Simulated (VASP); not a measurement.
# BiAs (rocksalt type) (Fm-3m) in VASP: relaxation of cell and atoms with PBE

Aim: the relaxation of cell and atoms of BiAs (rocksalt type) with PBE.

Program: VASP 6.6.1. These are calculated values, not measurements. Logs are shortened: lines on timing, memory, paths and dates and some standing lists are left out, and cuts for length are marked.

## 1. The cell of the first run

Symmetry: Fm-3m, No. 225, cubic system. Conventional cell: a = 5.616 Å, b = 5.616 Å, c = 5.616 Å, α = 90.00°, β = 90.00°, γ = 90.00°. Within 3.7 Å of As (site symmetry m-3m) lie 6 Bi at 2.81 Å. Bi (site symmetry m-3m) has 6 As at 2.81 Å within 3.7 Å.

## 2. Relaxation of cell and atoms, PBE

File INCAR:

```
ALGO = Normal ; EDIFF = 1E-7
EDIFFG = -0.005 ; ENCUT = 600
GGA = PE ; IBRION = 2
ISIF = 3 ; ISMEAR = -1
LASPH = True ; LCHARG = False
LREAL = False ; LWAVE = False
NELM = 80 ; NSW = 100
PREC = Accurate ; SIGMA = 0.03
```

File KPOINTS:

```
k-points
0
Gamma
  11 11 11
```

File POSCAR:

```
BiAs
1.0
    0.0000000000      2.8077865456      2.8077865456
    2.8077865456      0.0000000000      2.8077865456
    2.8077865456      2.8077865456      0.0000000000
As Bi
1 1
Direct
    0.0000000000      0.0000000000      0.0000000000
    0.5000000000      0.5000000000      0.5000000000
```

Potentials or basis: VASP PAW PBE potentials, release 64 (As, Bi_d).

Launch:

```console
> cat potpaw_PBE.64/As/POTCAR potpaw_PBE.64/Bi_d/POTCAR > POTCAR
> mpirun -np 1 vasp_std > vasp.out
```

OUTCAR:

```text
EDIFF = 1E-7
   EDIFFG = -0.005
   ENCUT = 600
   GGA = PE
   IBRION = 2
   ISIF = 3
   ISMEAR = -1
   LASPH = True
   LREAL = False
   NELM = 80
   NSW = 100
   PREC = Accurate

 ion  position               nearest neighbor table
   1  0.000  0.000  0.000-   2 2.81   2 2.81   2 2.81   2 2.81   2 2.81   2 2.81
   2  0.500  0.500  0.500-   1 2.81   1 2.81   1 2.81   1 2.81   1 2.81   1 2.81

  LATTYP: Found a face centered cubic cell.
 ALAT       =     5.6155730912

  Lattice vectors:

 A1 = (   0.0000000000,   2.8077865456,   2.8077865456)
 A2 = (   2.8077865456,   0.0000000000,   2.8077865456)
 A3 = (   2.8077865456,   2.8077865456,   0.0000000000)

Analysis of symmetry for initial positions (statically):
=====================================================================
 Subroutine PRICEL returns:
 Original cell was already a primitive cell.

 Routine SETGRP: Setting up the symmetry group for a
 face centered cubic supercell.

 Subroutine GETGRP returns: Found 48 space group operations
 (whereof 48 operations were pure point group operations)
 out of a pool of 48 trial point group operations.

The static configuration has the point symmetry O_h .

Analysis of symmetry for dynamics (positions and initial velocities):
=====================================================================
 Subroutine PRICEL returns:
 Original cell was already a primitive cell.

 Routine SETGRP: Setting up the symmetry group for a
 face centered cubic supercell.

 Subroutine GETGRP returns: Found 48 space group operations
 (whereof 48 operations were pure point group operations)
 out of a pool of 48 trial point group operations.

The dynamic configuration has the point symmetry O_h .

 Subroutine INISYM returns: Found 48 space group operations
 (whereof 48 operations are pure point group operations),
 and found     1 'primitive' translations

----------------------------------------------------------------------------------------

                                     Primitive cell

  volume of cell :      44.2713

  direct lattice vectors                    reciprocal lattice vectors
     0.000000000  2.807786546  2.807786546    -0.178076215  0.178076215  0.178076215
     2.807786546  0.000000000  2.807786546     0.178076215 -0.178076215  0.178076215
     2.807786546  2.807786546  0.000000000     0.178076215  0.178076215 -0.178076215

  length of vectors
     3.970809813  3.970809813  3.970809813     0.308437052  0.308437052  0.308437052

  position of ions in fractional coordinates (direct lattice)
     0.000000000  0.000000000  0.000000000
     0.500000000  0.500000000  0.500000000

  ion indices of the primitive-cell ions
   primitive index   ion index
                 1           1
                 2           2

----------------------------------------------------------------------------------------

 KPOINTS: k-points

Automatic generation of k-mesh.
 Grid dimensions read from file:
 generate k-points for:   11   11   11

 Generating k-lattice:

  Cartesian coordinates                     Fractional coordinates (reciprocal lattice)
    -0.016188747  0.016188747  0.016188747     0.090909091  0.000000000  0.000000000
     0.016188747 -0.016188747  0.016188747     0.000000000  0.090909091  0.000000000
     0.016188747  0.016188747 -0.016188747     0.000000000  0.000000000  0.090909091

  Length of vectors
     0.028039732  0.028039732  0.028039732

  Shift w.r.t. Gamma in fractional coordinates (k-lattice)
     0.000000000  0.000000000  0.000000000

 Subroutine IBZKPT returns following result:
 ===========================================

 Found     56 irreducible k-points:

 Following reciprocal coordinates:
            Coordinates               Weight
  0.000000  0.000000  0.000000      1.000000
  0.090909  0.000000  0.000000      8.000000
  0.181818  0.000000  0.000000      8.000000
  0.272727  0.000000  0.000000      8.000000
  0.363636  0.000000  0.000000      8.000000
  0.454545  0.000000  0.000000      8.000000
[... 16 lines left out ...]
 -0.272727  0.181818  0.000000     24.000000
 -0.181818  0.181818  0.000000     12.000000
 [... further k-points ...]
   k-points           NKPTS =     56   k-points in BZ     NKDIM =     56   number of bands    NBANDS=     14
   number of dos      NEDOS =    301   number of ions     NIONS =      2
   total plane-waves  NPLWV =  32768
   dimension x,y,z NGX =    32 NGY =   32 NGZ =   32
   dimension x,y,z NGXF=    64 NGYF=   64 NGZF=   64
   ions per type =               1   1
   NGX,Y,Z   is equivalent  to a cutoff of  13.40, 13.40, 13.40 a.u.
   NGXF,Y,Z  is equivalent  to a cutoff of  26.79, 26.79, 26.79 a.u.
 SYSTEM =  unknown system
   PREC   = accura    normal or accurate (medium, high low for compatibility)
   ISTART =      0    job   : 0-new  1-cont  2-samecut
   ICHARG =      2    charge: 1-file 2-atom 10-const
   ISPIN  =      1    spin polarized calculation?
   LNONCOLLINEAR =      F non collinear calculations
   LSORBIT =      F    spin-orbit coupling
   LASPH  =      T    aspherical Exc in radial PAW
   ENCUT  =  600.0 eV  44.10 Ry    6.64 a.u.   7.93  7.93  7.93*2*pi/ulx,y,z
   NELM   =     80;   NELMIN=  2; NELMDL= -5     # of ELM steps
   EDIFF  = 0.1E-06   stopping-criterion for ELM
   LREAL  =      F    real-space projection
   EDIFFG = -.5E-02   stopping-criterion for IOM
   NSW    =    100    number of steps for IOM
   IBRION =      2    ionic relax: 0-MD 1-quasi-New 2-CG
   NFREE  =      1    steps in history (QN), initial steepest desc. (CG)
   ISIF   =      3    stress and relaxation
   ISYM   =      2    0-nonsym 1-usesym 2-fastsym
   POTIM  = 0.5000    time-step for ionic-motion
   TEBEG  =    0.0;   TEEND  =   0.0 temperature during run
   PSTRESS=    0.0 pullay stress
   NELECT =      20.0000    total number of electrons
   NUPDOWN=      -1.0000    fix difference up-down
   EMIN   =  10.00;   EMAX   =-10.00  energy-range for DOS
   EFERMI =   0.00;   METHOD = LEGACY
   ISMEAR =    -1;   SIGMA  =   0.03  broadening in eV -4-tet -1-fermi 0-gaus
   EFERMI_NEDOS =   21; number of points for ismear=-14 and -15
   IALGO  =     38    algorithm
   IMIX   =      4    mixing-type and parameters
     AMIX     =   0.40;   BMIX     =  1.00
     AMIX_MAG =   1.60;   BMIX_MAG =  1.00
  volume/ion in A,a.u.               =      22.14       149.38
  Fermi-wavevector in a.u.,A,eV,Ry     =   1.256157  2.373793 21.469062  1.577932
  Thomas-Fermi vector in A             =   2.389879
   LORBIT       =      0    0 simple, 1 ext, 2 COOP (PROOUT), +10 PAW based schemes
   GGA     = PE    functional components
   LHFCALC =     F    Hartree Fock is set to
   AEXX    =    0.0000 exact exchange contribution
   IVDW    =     0    specifies the selected vdW correction
   LEPSILON=     F    determine dielectric tensor
   LRPA    =     F    only Hartree local field effects (RPA)
 conjugate gradient relaxation of ions
 non-spin polarized calculation
  energy-cutoff  :      600.00
  volume of cell :       44.27
 maximum number of plane-waves:      1489
   NGX = 15   NGY = 15   NGZ = 15

--------------------------------------- Ionic step        1  -------------------------------------------

 number of electron      20.0000001 magnetization

 Free energy of the ion-electron system (eV)
  ---------------------------------------------------
  ext. energy  EPLUGINS =         0.00000000
  ---------------------------------------------------
  free energy    TOTEN  =        -7.92371585 eV

  energy without entropy =       -7.92193013  energy(sigma->0) =       -7.92282299

 E-fermi :   9.0844     XC(G=0): -10.9236

 val. band max:        8.9411296083   @ k =   0.4545   0.0000   0.0000
 cond. band min:       9.0905215378   @ k =  -0.3636   0.0909   0.0000
 fundamental gap:      0.1493919295
 Fermi energy:         9.0843906244

 k-point     1 :       0.0000    0.0000    0.0000
  band No.  band energies     occupation
      1     -14.3236      2.00000
      2     -14.3236      2.00000
      3     -14.3135      2.00000
      4     -14.3135      2.00000
      5     -14.3135      2.00000
      6      -6.5413      2.00000
      7       3.6622      2.00000
      8       6.8741      2.00000
      9       6.8741      2.00000
     10       6.8741      2.00000
     11      13.3291      0.00000
     12      13.3291      0.00000
     13      13.3291      0.00000
     14      14.5522      0.00000
[... 902 lines left out ...]
 POSITION                                       TOTAL-FORCE (eV/Angst)
 -----------------------------------------------------------------------------------
      0.00000      0.00000      0.00000         0.000000      0.000000     -0.000000
      3.02069      3.02069      3.02069        -0.000000     -0.000000      0.000000
 -----------------------------------------------------------------------------------
    total drift:                               -0.000000     -0.000000      0.000000

  FREE ENERGIE OF THE ION-ELECTRON SYSTEM (eV)
  ---------------------------------------------------
  free  energy   TOTEN  =        -8.5221441706 eV

  energy  without entropy=       -8.5217659169  energy(sigma->0) =       -8.52195504

--------------------------------------- Ionic step        4  -------------------------------------------

 number of electron      19.9999999 magnetization

 Free energy of the ion-electron system (eV)
  ---------------------------------------------------
  ext. energy  EPLUGINS =         0.00000000
  ---------------------------------------------------
  free energy    TOTEN  =        -8.52230551 eV

  energy without entropy =       -8.52191963  energy(sigma->0) =       -8.52211257

 E-fermi :   6.2230     XC(G=0):  -9.9159

 val. band max:        6.1557965389   @ k =  -0.1818   0.1818   0.0000
 cond. band min:       6.2864130960   @ k =   0.4545   0.0000   0.0000
 fundamental gap:      0.1306165570
 Fermi energy:         6.2230041245

 k-point     1 :       0.0000    0.0000    0.0000
  band No.  band energies     occupation
      1     -16.8890      2.00000
      2     -16.8890      2.00000
      3     -16.8890      2.00000
      4     -16.8875      2.00000
      5     -16.8875      2.00000
      6      -7.4537      2.00000
      7      -0.3785      2.00000
      8       4.6221      2.00000
      9       4.6221      2.00000
     10       4.6221      2.00000
     11       9.8206      0.00000
     12       9.8206      0.00000
     13       9.8206      0.00000
     14      11.9553      0.00000
[... 413 lines left out ...]
 POSITION                                       TOTAL-FORCE (eV/Angst)
 -----------------------------------------------------------------------------------
      0.00000      0.00000      0.00000         0.000000      0.000000     -0.000000
      3.01643      3.01643      3.01643        -0.000000     -0.000000      0.000000
 -----------------------------------------------------------------------------------
    total drift:                               -0.000000     -0.000000      0.000000

  FREE ENERGIE OF THE ION-ELECTRON SYSTEM (eV)
  ---------------------------------------------------
  free  energy   TOTEN  =        -8.5223055064 eV

  energy  without entropy=       -8.5219196327  energy(sigma->0) =       -8.52211257

 reached required accuracy - stopping structural energy minimisation
```

Run time: 84 s. Hardware: 1 thread of AMD EPYC 7R13 (Zen 3), shared host; peak memory 0.19 GiB.

Results:

```
Free energy                            : -8.5223 eV
Relaxed volume                         : 27.45 Å³/atom
Relaxed cell                           : a = 4.266 Å, b = 4.266 Å, c = 4.266 Å, α = 60.00°, β = 60.00°, γ = 60.00°
Space group after relaxing (to 0.05 Å) : Fm-3m (No. 225)
Energy gained by relaxing              : 299.3 meV/atom
Ionic steps                            : 4
Pressure after relaxing                : 0.0 GPa
Band gap on the k mesh                 : 0.13 eV, indirect (least direct gap 0.39 eV)
```

The path:
```csv
step,energy change (eV),largest force (eV/Å),pressure (GPa),volume (Å³)
1,0.0000,0.0000,21.83,44.27
2,-0.2610,0.0000,-7.75,66.54
3,-0.5984,0.0000,-0.25,55.12
4,-0.5986,0.0000,0.02,54.89
```

Final structure:
```yaml
crystal:
  lattice:
    - [0.00000, 3.01643, 3.01643]
    - [3.01643, 0.00000, 3.01643]
    - [3.01643, 3.01643, 0.00000]
  atoms:
    - { symbol: As, position: [0.00000, 0.00000, 0.00000] }
    - { symbol: Bi, position: [0.50000, 0.50000, 0.50000] }
```

Levels at points of the mesh, in eV from the valence-band top:
```tsv
k point	band 7	band 8	band 9	band 10	band 11	band 12	band 13	band 14
(0.00, 0.00, 0.00)	-6.53	-1.53	-1.53	-1.53	3.66	3.66	3.66	5.80
```

Caveat: the volume moved by over 15 % at a fixed basis, so the end points are rough; spin-orbit coupling is left out, which moves the levels of the heavy elements. A k mesh can miss the band edges.
